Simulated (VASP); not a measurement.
Write the native input for VASP 6.6.1 that does the following.

* Task: relaxation of volume and atoms at fixed shape
* Functional: PBEsol
* Potentials or basis: VASP PAW PBE potentials, release 64 (Pd)
* Cutoff: 600 eV
* k mesh: 9 × 9 × 9
* Occupations: gaussian, width 0.05 eV
* Spin: no spin polarisation
* Dipole correction: no
* Further INCAR settings: ALGO = Normal; EDIFF = 1e-06; IBRION = 2; EDIFFG = -0.02; NSW = 80; ISIF = 8

The structure of Pd lies in POSCAR:

```
Pd
1.0
    0.0000000000      1.9465000000      1.9465000000
    1.9465000000      0.0000000000      1.9465000000
    1.9465000000      1.9465000000      0.0000000000
Pd
1
Direct
    0.0000000000      0.0000000000      0.0000000000
```

These files were run (other wordings do the same):

INCAR

```
PREC = Accurate ; ENCUT = 600
EDIFF = 1E-6 ; ISMEAR = 0
SIGMA = 0.05 ; LREAL = False
LASPH = True ; NELM = 80
ALGO = Normal ; ISIF = 8
LWAVE = False ; LCHARG = False
GGA = PS ; IBRION = 2
NSW = 80 ; EDIFFG = -0.02
```

KPOINTS

```
regular mesh
0
Gamma
  9 9 9
```

Potentials or basis: VASP PAW PBE potentials, release 64 (Pd).

Launch:

```console
$ cat potpaw_PBE.64/Pd/POTCAR > POTCAR
$ mpirun -np 1 vasp_std > vasp.out
```

Results of the run:

```
Relaxed volume                         : 14.49 Å³/atom
Relaxed cell                           : a = 2.737 Å, b = 2.737 Å, c = 2.737 Å, α = 60.00°, β = 60.00°, γ = 60.00°
Space group after relaxing (to 0.05 Å) : Fm-3m (No. 225)
Energy gained by relaxing              : 2.9 meV/atom
Ionic steps                            : 3
Pressure after relaxing                : 0.0 GPa
Band gap on the k mesh                 : zero (band 5 reaches 10.11 eV, above the bottom of band 6 at 8.59 eV)
```

Caveat: the PAW data sets were made with another functional, which shifts forces and pressure a little.

Wall time 10 s on 1 thread of Intel Xeon 6975P-C, with other jobs on the host, peak memory 0.15 GiB.
